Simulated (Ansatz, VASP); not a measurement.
**Mg3O in VASP and in Ansatz**

```xyz
4
Lattice="4.1130 0.0000 0.0000 0.0000 4.1130 0.0000 0.0000 0.0000 4.1130" Properties=species:S:1:pos:R:3 pbc="T T T"
Mg    0.0000    2.0565    2.0565
Mg    2.0565    0.0000    2.0565
Mg    2.0565    2.0565    0.0000
O     0.0000    0.0000    0.0000
```

Alike in both runs: task relaxation of cell and atoms; functional PBE; k mesh 12 × 12 × 12; occupations gaussian, width 0.1 eV; no spin polarisation.

|  | VASP | Ansatz |
| --- | --- | --- |
| version | VASP 6.6.1 | Ansatz 0.2.0 |
| potentials or method | VASP PAW PBE potentials, release 64 (Mg, O), cutoff 600 eV | scalar-relativistic, plane waves, PAW |
| valence electrons in the cell | 12 | 36 |

```tsv
	VASP	Ansatz	Ansatz less VASP
gap on the k mesh at the Fermi level, each at its own relaxed structure (eV)	none	none	-
relaxed volume (Å³/atom)	17.43	17.49	+0.059
relaxed cell length with the largest relative difference (Å)	4.116	4.121	+0.0046
```

A gap of «none» marks a metal or a gap that the smearing closes. VASP's potentials hold 12 valence electrons a cell and Ansatz's 36, so a difference there can come from the potentials and not from the codes.
